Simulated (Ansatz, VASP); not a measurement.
**CaO in VASP and in Ansatz**

Contents of POSCAR:

```
CaO
1.0
   -0.1170849972      2.3918792286      2.3918792286
    2.3918792286     -0.1170849972      2.3918792286
    2.3918792286      2.3918792286     -0.1170849972
Ca O
1 1
Direct
    0.0000000000      0.0000000000      0.0000000000
    0.5000000000      0.5000000000      0.5000000000
```

File INCAR.step1:

```
ALGO     = Normal         # electronic algorithm
EDIFF    = 1E-4           # SCF threshold, eV
ENCUT    = 520            # plane-wave cutoff, eV
GGA      = PE             # functional
ISMEAR   = 0              # smearing method
LASPH    = True           # aspherical terms in the spheres
LCHARG   = False          # write CHGCAR
LREAL    = False          # projectors in reciprocal space
LWAVE    = True           # write WAVECAR
NBANDS   = 15             # bands
NELM     = 60             # most SCF steps
PREC     = Accurate       # precision mode
SIGMA    = 0.05           # smearing width, eV
```

INCAR.step2

```
ALGO     = Normal         # electronic algorithm
EDIFF    = 1E-6           # SCF threshold, eV
ENCUT    = 520            # plane-wave cutoff, eV
ISIF     = 2              # what is computed and relaxed
ISMEAR   = 0              # smearing method
ISTART   = 1            
LASPH    = True           # aspherical terms in the spheres
LCHARG   = False          # write CHGCAR
LMIXTAU  = True         
LREAL    = False          # projectors in reciprocal space
LWAVE    = False          # write WAVECAR
METAGGA  = R2SCAN         # meta-GGA
NBANDS   = 15             # bands
NELM     = 60             # most SCF steps
PREC     = Accurate       # precision mode
SIGMA    = 0.05           # smearing width, eV
```

KPOINTS

```
k-points
0
Gamma
  10 10 10
```

Input for Ansatz:

```yaml
crystal:
  lattice:
    - [-0.1170849972, 2.3918792286, 2.3918792286]
    - [2.3918792286, -0.1170849972, 2.3918792286]
    - [2.3918792286, 2.3918792286, -0.1170849972]
  atoms:
    - { symbol: Ca, position: [0.0, 0.0, 0.0] }
    - { symbol: O, position: [0.5, 0.5, 0.5] }
basis:
  ecutwfc: 500
kpoints:
  mp_grid: { grid: [10, 10, 10] }
hamiltonian:
  xc: r2scan
scf:
  occupations: { method: gaussian, width: 0.05 }
output:
  forces: true
  stress: true
  eigenvalues: true
```

Alike in both runs: task single point; functional r2SCAN; k mesh 10 × 10 × 10; occupations gaussian, width 0.05 eV; no spin polarisation.

|  | VASP | Ansatz |
| --- | --- | --- |
| version | VASP 6.6.1 | Ansatz 0.2.0 |
| potentials or method | VASP PAW PBE potentials, release 64 (Ca_sv, O), cutoff 520 eV | scalar-relativistic, plane waves, PAW |
| valence electrons in the cell | 16 | 16 |

Ansatz gave:

- gap on the k mesh at the Fermi level (eV): 4.02
- least direct gap on the mesh (eV): 4.44
- pressure (GPa): -6.7
- traceless stress, the component that is largest in VASP (GPa): 3.29

Estimate VASP's values.

gap on the k mesh at the Fermi level (eV): 4.01; least direct gap on the mesh (eV): 4.43; pressure (GPa): -5.8; traceless stress, the component that is largest in VASP (GPa): 3.26.

VASP's potentials were made for PBE, not for r2SCAN. The functional is the same, so the differences come from potentials, cutoffs and numerics.
